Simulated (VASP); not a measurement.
Set up this calculation in VASP 6.6.1, as the native input.

```yaml
Task: single point
Functional: PBEsol
Potentials_or_basis: VASP PAW PBE potentials, release 64 (Eu, S)
Cutoff: 600 eV
k_mesh: 7 × 7 × 7
Occupations: fermi-dirac, width 0.3 eV
Spin: collinear spin, ferromagnetic start
Starting_moments: "[4.9, 0.0] μB"
Dipole_correction: no
Further_INCAR_settings: ALGO = Normal; EDIFF = 1e-06; NBANDS = 22
```

The structure of EuS lies in POSCAR:

```
EuS
1.0
    0.0000000000      2.9785000000      2.9785000000
    2.9785000000      0.0000000000      2.9785000000
    2.9785000000      2.9785000000      0.0000000000
Eu S
1 1
Direct
    0.0000000000      0.0000000000      0.0000000000
    0.5000000000      0.5000000000      0.5000000000
```

These files were run (other wordings do the same):

INCAR

```
SYSTEM = EuS
PREC = Accurate
ENCUT = 600
EDIFF = 1E-6
ISMEAR = -1
SIGMA = 0.3
LREAL = .FALSE.
LASPH = .TRUE.
NELM = 200
ALGO = Normal
ISIF = 2
LWAVE = .FALSE.
LCHARG = .FALSE.
ISPIN = 2
MAGMOM = 4.9 0
LORBIT = 11
LMAXMIX = 6
GGA = PS
NBANDS = 22
GGA_COMPAT = .FALSE.
```

KPOINTS

```
regular mesh
0
G
  7 7 7
  0 0 0
```

Potentials or basis: VASP PAW PBE potentials, release 64 (Eu, S).

The run is started by

```bash
$ cat potpaw_PBE.64/Eu/POTCAR potpaw_PBE.64/S/POTCAR > POTCAR
$ mpirun -np 1 vasp_std > vasp.out
```

It gave:

The pressure is -6.3 GPa. The net moment is 6.82 μB per cell and the site moments are Eu +6.50; S -0.06 μB. The valence electrons inside the program's atomic spheres are Eu 14.65; S 3.71.

Caveat: the cell stands under tension; so wide a smearing shifts energies and pressures; the PAW data sets were made with another functional, which shifts forces and pressure a little; a cell with one magnetic atom can't hold antiferromagnetic order, which such compounds often take.

It took 91 s on 1 thread of AMD EPYC 7R43 64-Core Processor (Zen 3), with other jobs on the host, peak memory 0.24 GiB.
